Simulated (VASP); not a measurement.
# HRu16Cl in VASP: single point with PBE+D3(BJ)

Aim: the single point of HRu16Cl with PBE+D3(BJ).

All numbers are computed with VASP 6.6.1; they aren't measurements. Logs are shortened: lines on timing, memory, paths and dates and some standing lists are left out, and cuts for length are marked.

**1. The cell of the first run**

The cell holds a slab with vacuum, 18 atoms: a = 5.395 Å, b = 5.395 Å, c = 25.682 Å, α = 90.00°, β = 90.00°, γ = 120.00°.

**2. Single point, PBE+D3(BJ)**

INCAR reads:

```
PREC = Accurate ; ENCUT = 520
EDIFF = 1E-7 ; ISMEAR = 0
SIGMA = 0.1 ; LREAL = Auto
LASPH = T ; NELM = 60
ALGO = Normal ; ISIF = 2
LWAVE = F ; LCHARG = F
LDIPOL = T ; IDIPOL = 3
DIPOL = 0.5 0.5 0.456 ; GGA = PE
IVDW = 12 ; NBANDS = 131
```

KPOINTS reads:

```
Automatic mesh
0
Gamma
  4 4 1
```

POSCAR reads:

```
HRu16Cl
1.0
    5.3951895485      0.0000000000      0.0000000000
   -2.6975947742      4.6723712072      0.0000000000
    0.0000000000      0.0000000000     25.6815269945
Ru Cl H
16 1 1
Direct
    0.3333333333      0.1666666667      0.3115079567
    0.3333333334      0.6666666667      0.3115079567
    0.8333333333      0.1666666667      0.3115079567
    0.8333333334      0.6666666667      0.3115079567
    0.1666666667      0.3333333333      0.3945602222
    0.1666666667      0.8333333333      0.3945602222
    0.6666666667      0.3333333333      0.3945602222
    0.6666666667      0.8333333333      0.3945602222
    0.3323735345      0.1662262890      0.4773159227
    0.3311555972      0.6623111944      0.4777187960
    0.8338527544      0.1662262890      0.4773159227
    0.8344505223      0.6689010446      0.4793155535
    0.1564938717      0.3129877434      0.5584140297
    0.1691466424      0.8406955521      0.5597791270
    0.6651793265      0.3303586529      0.5577703565
    0.6715489097      0.8406955521      0.5597791270
    0.5374888137      1.0749776274      0.6383257160
    0.3016961475      0.6033922950      0.5978129836
```

Potentials or basis: VASP PAW PBE potentials, release 64 (Ru_pv, Cl, H).

On the command line:

```bash
cat potpaw_PBE.64/Ru_pv/POTCAR potpaw_PBE.64/Cl/POTCAR potpaw_PBE.64/H/POTCAR > POTCAR
mpirun -np 1 vasp_std > vasp.out
```

OUTCAR:

```text
PREC = Accurate
   ENCUT = 520
   EDIFF = 1E-7
   ISMEAR = 0
   LREAL = Auto
   LASPH = T
   NELM = 60
   ISIF = 2
   GGA = PE
   IVDW = 12
 IVDW          = 12

 ion  position               nearest neighbor table
   1  0.333  0.167  0.312-   5 2.64   6 2.64   7 2.64   2 2.70   4 2.70   3 2.70   3 2.70   2 2.70
                             4 2.70
   2  0.333  0.667  0.312-   6 2.64   8 2.64   5 2.64   1 2.70   3 2.70   4 2.70   4 2.70   1 2.70
                             3 2.70
   3  0.833  0.167  0.312-   7 2.64   8 2.64   5 2.64   4 2.70   2 2.70   1 2.70   1 2.70   4 2.70
                             2 2.70
   4  0.833  0.667  0.312-   8 2.64   6 2.64   7 2.64   3 2.70   1 2.70   2 2.70   2 2.70   3 2.70
                             1 2.70
   5  0.167  0.333  0.395-  10 2.63   9 2.63  11 2.63   1 2.64   2 2.64   3 2.64   6 2.70   6 2.70
                             8 2.70   8 2.70   7 2.70   7 2.70
   6  0.167  0.833  0.395-   9 2.63   2 2.64   4 2.64   1 2.64  10 2.65  12 2.67   5 2.70   5 2.70
                             7 2.70   7 2.70   8 2.70   8 2.70
   7  0.667  0.333  0.395-  11 2.64   9 2.64   3 2.64   4 2.64   1 2.64  12 2.68   8 2.70   8 2.70
                             6 2.70   6 2.70   5 2.70   5 2.70
   8  0.667  0.833  0.395-  11 2.63   4 2.64   2 2.64   3 2.64  10 2.65  12 2.67   7 2.70   7 2.70
                             5 2.70   5 2.70   6 2.70   6 2.70
   9  0.332  0.166  0.477-  13 2.57  15 2.59  14 2.61   5 2.63   6 2.63   7 2.64  10 2.68  12 2.69
                            11 2.69  11 2.71  12 2.71  10 2.72
  10  0.331  0.662  0.478-   5 2.63  13 2.64  14 2.64  16 2.64   6 2.65   8 2.65   9 2.68  11 2.68
                            12 2.70  12 2.70  11 2.72   9 2.72
  11  0.834  0.166  0.477-  13 2.57  15 2.59  16 2.61   5 2.63   8 2.63   7 2.64  10 2.68  12 2.69
                             9 2.69   9 2.71  12 2.71  10 2.72
  12  0.834  0.669  0.479-  15 2.56  16 2.59  14 2.59   8 2.67   6 2.67   7 2.68   9 2.69  11 2.69
                            10 2.70  10 2.70  11 2.71   9 2.71
  13  0.156  0.313  0.558-  18 1.69   9 2.57  11 2.57  14 2.58  16 2.58  10 2.64  15 2.70  15 2.70
                            14 2.81  16 2.81
  14  0.169  0.841  0.560-  18 2.01  13 2.58  12 2.59   9 2.61  10 2.64  15 2.66  17 2.67  16 2.68
                            16 2.71  15 2.74  13 2.81
  15  0.665  0.330  0.558-  17 2.39  12 2.56  11 2.59   9 2.59  16 2.66  14 2.66  13 2.70  13 2.70
                            14 2.74  16 2.74
  16  0.672  0.841  0.560-  18 2.01  13 2.58  12 2.59  11 2.61  10 2.64  15 2.66  17 2.67  14 2.68
                            14 2.71  15 2.74  13 2.81
  17  0.537  0.075  0.638-  15 2.39  16 2.67  14 2.67
  18  0.302  0.603  0.598-  13 1.69  14 2.01  16 2.01

  LATTYP: Found a hexagonal cell.
 ALAT       =     5.3951895485
 C/A-ratio  =     4.7600787264

  Lattice vectors:

 A1 = (   5.3951895485,   0.0000000000,   0.0000000000)
 A2 = (  -2.6975947742,   4.6723712072,   0.0000000000)
 A3 = (   0.0000000000,   0.0000000000,  25.6815269945)

Analysis of symmetry for initial positions (statically):
=====================================================================
 Subroutine PRICEL returns:
 Original cell was already a primitive cell.

 Routine SETGRP: Setting up the symmetry group for a
 hexagonal supercell.

 Subroutine GETGRP returns: Found  2 space group operations
 (whereof  2 operations were pure point group operations)
 out of a pool of 24 trial point group operations.

The static configuration has the point symmetry C_1h.

Analysis of symmetry for dynamics (positions and initial velocities):
=====================================================================
 Subroutine PRICEL returns:
 Original cell was already a primitive cell.

 Routine SETGRP: Setting up the symmetry group for a
 hexagonal supercell.

 Subroutine GETGRP returns: Found  2 space group operations
 (whereof  2 operations were pure point group operations)
 out of a pool of 24 trial point group operations.

The dynamic configuration has the point symmetry C_1h.

 Subroutine INISYM returns: Found  2 space group operations
 (whereof  2 operations are pure point group operations),
 and found     1 'primitive' translations

----------------------------------------------------------------------------------------

                                     Primitive cell

  volume of cell :     647.3884

  direct lattice vectors                    reciprocal lattice vectors
     5.395189549  0.000000000  0.000000000     0.185350300  0.107012045  0.000000000
[... 60 lines left out ...]
     0.000000000  0.000000000  0.038938495     0.000000000  0.000000000  1.000000000

  Length of vectors
     0.053506023  0.053506023  0.038938495

  Shift w.r.t. Gamma in fractional coordinates (k-lattice)
     0.000000000  0.000000000  0.000000000

 Subroutine IBZKPT returns following result:
 ===========================================

 Found      7 irreducible k-points:

 Following reciprocal coordinates:
            Coordinates               Weight
  0.000000  0.000000  0.000000      1.000000
  0.250000  0.000000  0.000000      4.000000
  0.000000  0.250000  0.000000      2.000000
  0.500000  0.000000  0.000000      2.000000
  0.000000  0.500000  0.000000      1.000000
  0.250000  0.250000  0.000000      4.000000
  0.500000  0.250000  0.000000      2.000000
   k-points           NKPTS =      7   k-points in BZ     NKDIM =      7   number of bands    NBANDS=    131
   number of dos      NEDOS =    301   number of ions     NIONS =     18
   total plane-waves  NPLWV = 307200
   dimension x,y,z NGX =    40 NGY =   40 NGZ =  192
   dimension x,y,z NGXF=    80 NGYF=   80 NGZF=  384
   ions per type =              16   1   1
   NGX,Y,Z   is equivalent  to a cutoff of  12.33, 12.33, 12.43 a.u.
   NGXF,Y,Z  is equivalent  to a cutoff of  24.65, 24.65, 24.86 a.u.
 SYSTEM =  unknown system
   PREC   = accura    normal or accurate (medium, high low for compatibility)
   ISTART =      0    job   : 0-new  1-cont  2-samecut
   ICHARG =      2    charge: 1-file 2-atom 10-const
   ISPIN  =      1    spin polarized calculation?
   LNONCOLLINEAR =      F non collinear calculations
   LSORBIT =      F    spin-orbit coupling
   LASPH  =      T    aspherical Exc in radial PAW
   ENCUT  =  520.0 eV  38.22 Ry    6.18 a.u.  10.03 10.03 47.75*2*pi/ulx,y,z
   NELM   =     60;   NELMIN=  2; NELMDL= -5     # of ELM steps
   EDIFF  = 0.1E-06   stopping-criterion for ELM
   LREAL  =      T    real-space projection
   EDIFFG = 0.1E-05   stopping-criterion for IOM
   NSW    =      0    number of steps for IOM
   IBRION =     -1    ionic relax: 0-MD 1-quasi-New 2-CG
   NFREE  =      0    steps in history (QN), initial steepest desc. (CG)
   ISIF   =      2    stress and relaxation
   ISYM   =      2    0-nonsym 1-usesym 2-fastsym
   POTIM  = 0.5000    time-step for ionic-motion
   TEBEG  =    0.0;   TEEND  =   0.0 temperature during run
   PSTRESS=    0.0 pullay stress
   NELECT =     232.0000    total number of electrons
   NUPDOWN=      -1.0000    fix difference up-down
   EMIN   =  10.00;   EMAX   =-10.00  energy-range for DOS
   EFERMI =   0.00;   METHOD = LEGACY
   ISMEAR =     0;   SIGMA  =   0.10  broadening in eV -4-tet -1-fermi 0-gaus
   EFERMI_NEDOS =   21; number of points for ismear=-14 and -15
   IALGO  =     38    algorithm
   IMIX   =      4    mixing-type and parameters
     AMIX     =   0.40;   BMIX     =  1.00
     AMIX_MAG =   1.60;   BMIX_MAG =  1.00
  volume/ion in A,a.u.               =      35.97       242.71
  Fermi-wavevector in a.u.,A,eV,Ry     =   1.162829  2.197428 18.397408  1.352171
  Thomas-Fermi vector in A             =   2.299386
   LORBIT       =      0    0 simple, 1 ext, 2 COOP (PROOUT), +10 PAW based schemes
   GGA     = PE    functional components
   LHFCALC =     F    Hartree Fock is set to
   AEXX    =    0.0000 exact exchange contribution
   IVDW    =    12    specifies the selected vdW correction
   LEPSILON=     F    determine dielectric tensor
   LRPA    =     F    only Hartree local field effects (RPA)
 non-spin polarized calculation
 Gauss-broadening in eV      SIGMA  =   0.10
  energy-cutoff  :      520.00
  volume of cell :      647.39
 maximum number of plane-waves:     17464
   NGX = 21   NGY = 21   NGZ = 95

 dipolmoment           0.000000      0.000000     -0.001183 electrons x Angstroem

 number of electron     232.0000027 magnetization

 dipolmoment           0.000000      0.000000      0.008592 electrons x Angstroem

 Free energy of the ion-electron system (eV)
  ---------------------------------------------------
  ext. energy  EPLUGINS =         0.00000000
  ---------------------------------------------------
  free energy    TOTEN  =      -146.88856449 eV

  energy without entropy =     -146.78075634  energy(sigma->0) =     -146.83466041

 E-fermi :   1.3442     XC(G=0):  -5.7925

 val. band max:        1.3206017637   @ k =   0.0000   0.2500   0.0000
 cond. band min:       1.3500876426   @ k =   0.2500   0.0000   0.0000
 fundamental gap:      0.0294858790
 Fermi energy:         1.3441827641

 k-point     1 :       0.0000    0.0000    0.0000
  band No.  band energies     occupation
      1     -42.3602      2.00000
      2     -42.3359      2.00000
      3     -42.3309      2.00000
      4     -42.3283      2.00000
      5     -42.2853      2.00000
      6     -42.2673      2.00000
[... 906 lines left out ...]
    127       2.3441      0.00000
    128       2.3644      0.00000
 [bands above 128 left out]

------------------------ aborting loop because EDIFF is reached ----------------------------------------

 vacuum level on the upper side and lower side of the slab       (xc-potential included)         0.015        -0.036

 Edisp (eV)   -7.85869

 E8    (eV) :    -3.6695

  FORCE on cell =-STRESS in cart. coord.  units (eV):
  Direction    XX          YY          ZZ          XY          YZ          ZX
  --------------------------------------------------------------------------------------
  -------------------------------------------------------------------------------------
  Total      -8.42884    -7.29930    -5.66611    -0.00000    -0.05212    -0.00000
  in kB     -20.85996   -18.06453   -14.02268    -0.00000    -0.12899    -0.00000
  external pressure =      -17.65 kB  Pullay stress =        0.00 kB

 VOLUME and BASIS-vectors are now :
 -----------------------------------------------------------------------------
  energy-cutoff  :      520.00
  volume of cell :      647.39
      direct lattice vectors                 reciprocal lattice vectors
     5.395189549  0.000000000  0.000000000     0.185350300  0.107012045  0.000000000
    -2.697594774  4.672371207  0.000000000     0.000000000  0.214024091  0.000000000
     0.000000000  0.000000000 25.681526995     0.000000000  0.000000000  0.038938495

 POSITION                                       TOTAL-FORCE (eV/Angst)
 -----------------------------------------------------------------------------------
      1.34880      0.77873      8.00000         0.096856      0.038030      0.667781
      0.00000      3.11491      8.00000         0.000000      0.046785      0.495982
      4.04639      0.77873      8.00000        -0.096856      0.038030      0.667781
      2.69759      3.11491      8.00000        -0.000000     -0.090704      0.759797
      0.00000      1.55746     10.13291         0.000000      0.006762     -0.460785
     -1.34880      3.89364     10.13291         0.013045     -0.077168     -0.618736
[... 10 lines left out ...]
      2.69759      0.35032     16.39318         0.000000      0.004447     -0.012633
      0.00000      2.81927     15.35275         0.000000      0.010497      0.008124
 -----------------------------------------------------------------------------------
    total drift:                               -0.000001      0.001718      0.001938

  FREE ENERGIE OF THE ION-ELECTRON SYSTEM (eV)
  ---------------------------------------------------
  free  energy   TOTEN  =      -154.7472562726 eV

  energy  without entropy=     -154.6394481185  energy(sigma->0) =     -154.69335220

 vacuum level on the upper side and lower side of the slab         6.396         6.336
```

Run time: 59 min. Hardware: 1 thread of AMD EPYC 7R13, shared host; peak memory 0.84 GiB.

Results:

* Free energy: -154.7473 eV
* Largest force: 0.926 eV/Å
* Band gap on the k mesh: zero (bands 116 and 117 overlap by 1.18 eV)
* Dispersion energy per atom: -0.437 eV

Forces in eV/Å, atoms in the order of the input:
```
Ru   0.097  0.038  0.668
Ru   0.000  0.047  0.496
Ru  -0.097  0.038  0.668
Ru   0.000 -0.091  0.760
Ru   0.000  0.007 -0.461
Ru   0.013 -0.077 -0.619
Ru   0.000  0.111 -0.920
Ru  -0.013 -0.077 -0.619
Ru   0.002  0.003 -0.001
Ru   0.000  0.002 -0.001
Ru  -0.002  0.003 -0.001
Ru   0.000  0.003 -0.005
Ru   0.000 -0.009  0.001
Ru  -0.001 -0.002  0.009
Ru   0.000 -0.008  0.021
Ru   0.001 -0.002  0.009
Cl   0.000  0.004 -0.013
H    0.000  0.010  0.008
```

The gap in the log of VASP goes by the Fermi energy; the results here count the filled bands.